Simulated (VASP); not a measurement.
# Mg4H in VASP: further runs

Runs on Mg4H. Level: PBE. Tasks: single point.

Program: VASP 6.6.1. These are calculated values, not measurements. Logs are shortened: lines on timing, memory, paths and dates and some standing lists are left out, and cuts for length are marked.

## (1) The cell of the first run

The cell holds a slab with vacuum, 10 atoms: a = 6.420 Å, b = 5.138 Å, c = 21.664 Å, α = 90.00°, β = 90.00°, γ = 90.00°.

## (2) Single point, PBE

INCAR reads:

```
  ALGO = Normal
  DIPOL = 0.5 0.5 0.294
  EDIFF = 1E-6
  ENCUT = 520
  GGA = PE
  IDIPOL = 3
  ISIF = 2
  ISMEAR = 0
  LASPH = True
  LCHARG = False
  LDIPOL = True
  LREAL = False
  LWAVE = False
  NBANDS = 20
  NELM = 80
  PREC = Accurate
  SIGMA = 0.1
```

KPOINTS reads:

```
k-points
0
Gamma
  4 5 1
```

POSCAR reads:

```
Mg4H
1.0
    6.4201385733      0.0000000000      0.0000000000
    0.0000000000      5.1379129567      0.0000000000
    0.0000000000      0.0000000000     21.6644777330
Mg H
8 2
Direct
    0.0000000000      0.7500000000      0.1846340378
    0.5000000000      0.7500000000      0.1846340378
    0.2500000000      0.2500000000      0.2274076137
    0.7500000000      0.2500000000      0.2274076137
    0.2500000000      0.7500000000      0.3173234500
    0.7500000000      0.7500000000      0.3173234500
    0.0000000000      0.2500000000      0.3537808678
    0.5000000000      0.2500000000      0.3537808678
    0.6915900458      0.0833333333      0.3893229201
    0.8084099542      0.0833333333      0.3893229201
```

Potentials or basis: VASP PAW PBE potentials, release 64 (Mg, H).

Run with:

```console
$ cat potpaw_PBE.64/Mg/POTCAR potpaw_PBE.64/H/POTCAR > POTCAR
$ mpirun -np 1 vasp_std > vasp.out
```

OUTCAR:

```text
EDIFF = 1E-6
   ENCUT = 520
   GGA = PE
   ISIF = 2
   ISMEAR = 0
   LASPH = True
   LREAL = False
   NELM = 80
   PREC = Accurate

 ion  position               nearest neighbor table
   1  0.000  0.750  0.185-   3 3.17   4 3.17   3 3.17   4 3.17   2 3.21   2 3.21   6 3.29   5 3.29

   2  0.500  0.750  0.185-   3 3.17   4 3.17   3 3.17   4 3.17   1 3.21   1 3.21   6 3.29   5 3.29

   3  0.250  0.250  0.227-   1 3.17   2 3.17   1 3.17   2 3.17   7 3.17   8 3.17   4 3.21   4 3.21
                             5 3.22   5 3.22
   4  0.750  0.250  0.227-   1 3.17   2 3.17   1 3.17   2 3.17   7 3.17   8 3.17   3 3.21   3 3.21
                             6 3.22   6 3.22
   5  0.250  0.750  0.317-   7 3.13   8 3.13   7 3.13   8 3.13   6 3.21   6 3.21   3 3.22   3 3.22
                             1 3.29   2 3.29
   6  0.750  0.750  0.317-   7 3.13   8 3.13   7 3.13   8 3.13   5 3.21   5 3.21   4 3.22   4 3.22
                             1 3.29   2 3.29
   7  0.000  0.250  0.354-  10 1.68   6 3.13   5 3.13   5 3.13   6 3.13   4 3.17   3 3.17   8 3.21
                             8 3.21
   8  0.500  0.250  0.354-   9 1.68   6 3.13   5 3.13   5 3.13   6 3.13   4 3.17   3 3.17   7 3.21
                             7 3.21
   9  0.692  0.083  0.389-  10 0.75   8 1.68
  10  0.808  0.083  0.389-   9 0.75   7 1.68

  LATTYP: Found a simple orthorhombic cell.
 ALAT       =     5.1379129567
 B/A-ratio  =     1.2495615686
 C/A-ratio  =     4.2165910391

  Lattice vectors:

 A1 = (   0.0000000000,  -5.1379129567,   0.0000000000)
 A2 = (   6.4201385733,   0.0000000000,   0.0000000000)
 A3 = (   0.0000000000,   0.0000000000,  21.6644777330)

Analysis of symmetry for initial positions (statically):
=====================================================================
 Subroutine PRICEL returns:
 Original cell was already a primitive cell.

 Routine SETGRP: Setting up the symmetry group for a
 simple orthorhombic supercell.

 Subroutine GETGRP returns: Found  2 space group operations
 (whereof  1 operations were pure point group operations)
 out of a pool of  8 trial point group operations.

The static configuration has the point symmetry C_1 .
 The point group associated with its full space group is C_1h.

Analysis of symmetry for dynamics (positions and initial velocities):
=====================================================================
 Subroutine PRICEL returns:
 Original cell was already a primitive cell.

 Routine SETGRP: Setting up the symmetry group for a
 simple orthorhombic supercell.

 Subroutine GETGRP returns: Found  2 space group operations
 (whereof  1 operations were pure point group operations)
 out of a pool of  8 trial point group operations.

The dynamic configuration has the point symmetry C_1 .
 The point group associated with its full space group is C_1h.

 Subroutine INISYM returns: Found  2 space group operations
 (whereof  1 operations are pure point group operations),
 and found     1 'primitive' translations

----------------------------------------------------------------------------------------

                                     Primitive cell

  volume of cell :     714.6269

  direct lattice vectors                    reciprocal lattice vectors
     6.420138573  0.000000000  0.000000000     0.155759878  0.000000000  0.000000000
     0.000000000  5.137912957  0.000000000     0.000000000  0.194631557  0.000000000
     0.000000000  0.000000000 21.664477733     0.000000000  0.000000000  0.046158509

  length of vectors
     6.420138573  5.137912957 21.664477733     0.155759878  0.194631557  0.046158509

  position of ions in fractional coordinates (direct lattice)
     0.000000000  0.750000000  0.184634038
     0.500000000  0.750000000  0.184634038
     0.250000000  0.250000000  0.227407614
     0.750000000  0.250000000  0.227407614
     0.250000000  0.750000000  0.317323450
     0.750000000  0.750000000  0.317323450
     0.000000000  0.250000000  0.353780868
     0.500000000  0.250000000  0.353780868
     0.691590046  0.083333333  0.389322920
     0.808409954  0.083333333  0.389322920

  ion indices of the primitive-cell ions
   primitive index   ion index
                 1           1
                 2           2
                 3           3
                 4           4
                 5           5
                 6           6
                 7           7
                 8           8
                 9           9
                10          10

----------------------------------------------------------------------------------------

 KPOINTS: k-points

Automatic generation of k-mesh.
 Grid dimensions read from file:
 generate k-points for:    4    5    1

 Generating k-lattice:

  Cartesian coordinates                     Fractional coordinates (reciprocal lattice)
     0.038939969  0.000000000  0.000000000     0.250000000  0.000000000  0.000000000
     0.000000000  0.038926311  0.000000000     0.000000000  0.200000000  0.000000000
     0.000000000  0.000000000  0.046158509     0.000000000  0.000000000  1.000000000

  Length of vectors
     0.038939969  0.038926311  0.046158509

  Shift w.r.t. Gamma in fractional coordinates (k-lattice)
     0.000000000  0.000000000  0.000000000

 Subroutine IBZKPT returns following result:
 ===========================================

 Found      9 irreducible k-points:

 Following reciprocal coordinates:
            Coordinates               Weight
  0.000000  0.000000  0.000000      1.000000
  0.250000  0.000000  0.000000      2.000000
  0.500000  0.000000  0.000000      1.000000
  0.000000  0.200000  0.000000      2.000000
  0.250000  0.200000  0.000000      4.000000
  0.500000  0.200000  0.000000      2.000000
  0.000000  0.400000  0.000000      2.000000
  0.250000  0.400000  0.000000      4.000000
  0.500000  0.400000  0.000000      2.000000
   k-points           NKPTS =      9   k-points in BZ     NKDIM =      9   number of bands    NBANDS=     20
   number of dos      NEDOS =    301   number of ions     NIONS =     10
   total plane-waves  NPLWV = 311040
   dimension x,y,z NGX =    48 NGY =   40 NGZ =  162
   dimension x,y,z NGXF=    96 NGYF=   80 NGZF=  324
   ions per type =               8   2
   NGX,Y,Z   is equivalent  to a cutoff of  12.43, 12.94, 12.43 a.u.
   NGXF,Y,Z  is equivalent  to a cutoff of  24.86, 25.89, 24.86 a.u.
 SYSTEM =  unknown system
   PREC   = accura    normal or accurate (medium, high low for compatibility)
   ISTART =      0    job   : 0-new  1-cont  2-samecut
   ICHARG =      2    charge: 1-file 2-atom 10-const
   ISPIN  =      1    spin polarized calculation?
   LNONCOLLINEAR =      F non collinear calculations
   LSORBIT =      F    spin-orbit coupling
   LASPH  =      T    aspherical Exc in radial PAW
   ENCUT  =  520.0 eV  38.22 Ry    6.18 a.u.  11.94  9.55 40.28*2*pi/ulx,y,z
   NELM   =     80;   NELMIN=  2; NELMDL= -5     # of ELM steps
   EDIFF  = 0.1E-05   stopping-criterion for ELM
   LREAL  =      F    real-space projection
   EDIFFG = 0.1E-04   stopping-criterion for IOM
   NSW    =      0    number of steps for IOM
   IBRION =     -1    ionic relax: 0-MD 1-quasi-New 2-CG
   NFREE  =      0    steps in history (QN), initial steepest desc. (CG)
   ISIF   =      2    stress and relaxation
   ISYM   =      2    0-nonsym 1-usesym 2-fastsym
   POTIM  = 0.5000    time-step for ionic-motion
   TEBEG  =    0.0;   TEEND  =   0.0 temperature during run
   PSTRESS=    0.0 pullay stress
   NELECT =      18.0000    total number of electrons
   NUPDOWN=      -1.0000    fix difference up-down
   EMIN   =  10.00;   EMAX   =-10.00  energy-range for DOS
   EFERMI =   0.00;   METHOD = LEGACY
   ISMEAR =     0;   SIGMA  =   0.10  broadening in eV -4-tet -1-fermi 0-gaus
   EFERMI_NEDOS =   21; number of points for ismear=-14 and -15
   IALGO  =     38    algorithm
   IMIX   =      4    mixing-type and parameters
     AMIX     =   0.40;   BMIX     =  1.00
     AMIX_MAG =   1.60;   BMIX_MAG =  1.00
  volume/ion in A,a.u.               =      71.46       482.25
  Fermi-wavevector in a.u.,A,eV,Ry     =   0.479887  0.906855  3.133310  0.230292
  Thomas-Fermi vector in A             =   1.477146
   LORBIT       =      0    0 simple, 1 ext, 2 COOP (PROOUT), +10 PAW based schemes
   GGA     = PE    functional components
   LHFCALC =     F    Hartree Fock is set to
   AEXX    =    0.0000 exact exchange contribution
   IVDW    =     0    specifies the selected vdW correction
   LEPSILON=     F    determine dielectric tensor
   LRPA    =     F    only Hartree local field effects (RPA)
 non-spin polarized calculation
 Gauss-broadening in eV      SIGMA  =   0.10
  energy-cutoff  :      520.00
  volume of cell :      714.63
 maximum number of plane-waves:     19292
 NGX is ok and might be reduce to    48
   NGX = 23   NGY = 19   NGZ = 81

 dipolmoment           0.000000      0.000000      0.153918 electrons x Angstroem

 number of electron      18.0000000 magnetization

 dipolmoment           0.000000      0.000000     -0.013585 electrons x Angstroem

 Free energy of the ion-electron system (eV)
  ---------------------------------------------------
  ext. energy  EPLUGINS =         0.00000000
  ---------------------------------------------------
  free energy    TOTEN  =       -14.28201446 eV

  energy without entropy =      -14.24748876  energy(sigma->0) =      -14.26475161

 E-fermi :  -1.7969     XC(G=0):  -3.0710

 val. band max:       -1.8080177845   @ k =   0.2500   0.0000   0.0000
 cond. band min:      -1.7552428580   @ k =   0.2500   0.2000   0.0000
 fundamental gap:      0.0527749265
 Fermi energy:        -1.7969419003

 k-point     1 :       0.0000    0.0000    0.0000
  band No.  band energies     occupation
      1     -12.4977      2.00000
      2      -7.6862      2.00000
      3      -5.4043      2.00000
      4      -4.4424      2.00000
      5      -4.2337      2.00000
      6      -2.8799      2.00000
[... 12 lines left out ...]
     19       1.3854      0.00000
     20       1.7348      0.00000

 k-point     2 :       0.2500    0.0000    0.0000
  band No.  band energies     occupation
      1     -12.4912      2.00000
      2      -7.4908      2.00000
      3      -5.8832      2.00000
      4      -5.1388      2.00000
      5      -3.7477      2.00000
      6      -2.6483      2.00000
[... 12 lines left out ...]
     19       1.4047      0.00000
     20       1.9318      0.00000

 k-point     3 :       0.5000    0.0000    0.0000
  band No.  band energies     occupation
      1     -12.4845      2.00000
      2      -7.0416      2.00000
      3      -6.6970      2.00000
      4      -5.0353      2.00000
      5      -4.1798      2.00000
      6      -2.3707      2.00000
[... 12 lines left out ...]
     19       1.3171      0.00000
     20       1.6356      0.00000

 k-point     4 :       0.0000    0.2000    0.0000
  band No.  band energies     occupation
      1     -12.4828      2.00000
      2      -7.4773      2.00000
      3      -5.2397      2.00000
      4      -4.3079      2.00000
      5      -4.2312      2.00000
      6      -4.0002      2.00000
[... 84 lines left out ...]
 k-point     8 :       0.2500    0.4000    0.0000
  band No.  band energies     occupation
      1     -12.4535      2.00000
      2      -6.6559      2.00000
      3      -5.6067      2.00000
      4      -4.9912      2.00000
      5      -4.4807      2.00000
      6      -3.9282      2.00000
[... 12 lines left out ...]
     19       2.1213      0.00000
     20       2.3995      0.00000

 k-point     9 :       0.5000    0.4000    0.0000
  band No.  band energies     occupation
      1     -12.4484      2.00000
      2      -6.1553      2.00000
      3      -5.9194      2.00000
      4      -5.0844      2.00000
      5      -4.8524      2.00000
      6      -4.0822      2.00000
[... 12 lines left out ...]
     19       2.1587      0.00000
     20       2.3695      0.00000

------------------------ aborting loop because EDIFF is reached ----------------------------------------

 vacuum level on the upper side and lower side of the slab       (xc-potential included)        -0.070         0.017

  FORCE on cell =-STRESS in cart. coord.  units (eV):
  Direction    XX          YY          ZZ          XY          YZ          ZX
  --------------------------------------------------------------------------------------
  -------------------------------------------------------------------------------------
  Total        3.4309059      1.2071709      1.1388689      0.0000000     -1.5864556      0.0000000
  in kB        7.6920131      2.7064497      2.5533183      0.0000000     -3.5567974      0.0000000
  external PRESSURE =       4.3172604 kB  Pullay stress =       0.0000000 kB

 VOLUME and BASIS-vectors are now :
 -----------------------------------------------------------------------------
  energy-cutoff  :      520.00
  volume of cell :      714.63
      direct lattice vectors                 reciprocal lattice vectors
     6.420138573  0.000000000  0.000000000     0.155759878  0.000000000  0.000000000
     0.000000000  5.137912957  0.000000000     0.000000000  0.194631557  0.000000000
     0.000000000  0.000000000 21.664477733     0.000000000  0.000000000  0.046158509

 POSITION                                       TOTAL-FORCE (eV/Angst)
 -----------------------------------------------------------------------------------
      0.00000      3.85343      4.00000         0.025547      0.060809      0.203699
      3.21007      3.85343      4.00000        -0.025547      0.060809      0.203699
      1.60503      1.28448      4.92667         0.000000     -0.003452     -0.140516
      4.81510      1.28448      4.92667         0.000000     -0.080163     -0.101116
      1.60503      3.85343      6.87465         0.000000      0.054067      0.038596
      4.81510      3.85343      6.87465         0.000000     -0.349466     -0.326844
      0.00000      1.28448      7.66448         1.723572      1.169813     -1.090342
      3.21007      1.28448      7.66448        -1.723572      1.169813     -1.090342
      4.44010      0.42816      8.43448        -1.408956     -1.041115      1.151582
      5.19010      0.42816      8.43448         1.408956     -1.041115      1.151582
 -----------------------------------------------------------------------------------
    total drift:                                0.000000      0.000042      0.000202

  FREE ENERGIE OF THE ION-ELECTRON SYSTEM (eV)
  ---------------------------------------------------
  free  energy   TOTEN  =       -14.2820144579 eV

  energy  without entropy=      -14.2474887598  energy(sigma->0) =      -14.26475161

 vacuum level on the upper side and lower side of the slab         1.641         1.715
```

Run time: 2.8 min. Hardware: 1 thread of AMD EPYC 7R13 (Zen 3), shared host; peak memory 0.62 GiB.

Results:

```
Free energy            : -14.2820 eV
Largest force          : 2.351 eV/Å
Band gap on the k mesh : zero (band 9 reaches -1.45 eV, above the bottom of band 10 at -1.82 eV)
```

Forces on the atoms (eV/Å):
```
Mg   0.026  0.061  0.204
Mg  -0.026  0.061  0.204
Mg   0.000 -0.003 -0.141
Mg   0.000 -0.080 -0.101
Mg   0.000  0.054  0.039
Mg   0.000 -0.349 -0.327
Mg   1.724  1.170 -1.090
Mg  -1.724  1.170 -1.090
H   -1.409 -1.041  1.152
H    1.409 -1.041  1.152
```

Levels at points of the mesh, in eV from the Fermi level:
| k point | band 5 | band 6 | band 7 | band 8 | band 9 | band 10 | band 11 | band 12 | band 13 | band 14 |
| --- | --- | --- | --- | --- | --- | --- | --- | --- | --- | --- |
| (0.00, 0.00, 0.00) | -2.44 | -1.08 | -0.85 | -0.85 | -0.28 | 0.07 | 1.01 | 1.45 | 1.47 | 1.87 |
| (0.50, 0.00, 0.00) | -2.38 | -0.57 | -0.24 | -0.08 | 0.35 | 0.65 | 0.83 | 1.11 | 1.49 | 1.76 |

(Part 1 of 2 ends here.)
